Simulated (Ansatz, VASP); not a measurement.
## One calculation of Si3N4, two programs

```
Si N
1.0
     7.66362    0.00000    0.00000
    -3.83181    6.63689    0.00000
     0.00000    0.00000    2.92644
Si N
6 8
Direct
  0.76891 0.17501 0.25000
  0.59390 0.76891 0.75000
  0.82499 0.59390 0.25000
  0.23109 0.82499 0.75000
  0.40610 0.23109 0.25000
  0.17501 0.40610 0.75000
  0.03083 0.33000 0.25000
  0.70083 0.03083 0.75000
  0.67000 0.70083 0.25000
  0.96917 0.67000 0.75000
  0.29917 0.96917 0.25000
  0.33000 0.29917 0.75000
  0.66667 0.33333 0.25000
  0.33333 0.66667 0.75000
```

Alike in both runs: task relaxation of cell and atoms; functional PBEsol; k mesh 6 × 6 × 8; occupations gaussian, width 0.02 eV; no spin polarisation.

|  | VASP | Ansatz |
| --- | --- | --- |
| version | VASP 6.6.1 | Ansatz 0.2.0 |
| potentials or method | VASP PAW PBE potentials, release 64 (Si, N), cutoff 600 eV | scalar-relativistic, plane waves, PAW |
| valence electrons in the cell | 64 | 64 |

|  | VASP | Ansatz | Ansatz less VASP |
| --- | --- | --- | --- |
| gap on the k mesh at the Fermi level, each at its own relaxed structure (eV) | 4.20 | 4.21 | +0.007 |
| relaxed volume (Å³/atom) | 10.47 | 10.47 | -0.004 |
| relaxed cell length with the largest relative difference (Å) | 7.626 | 7.625 | -0.0017 |

VASP's potentials were made for PBE, not for PBEsol.
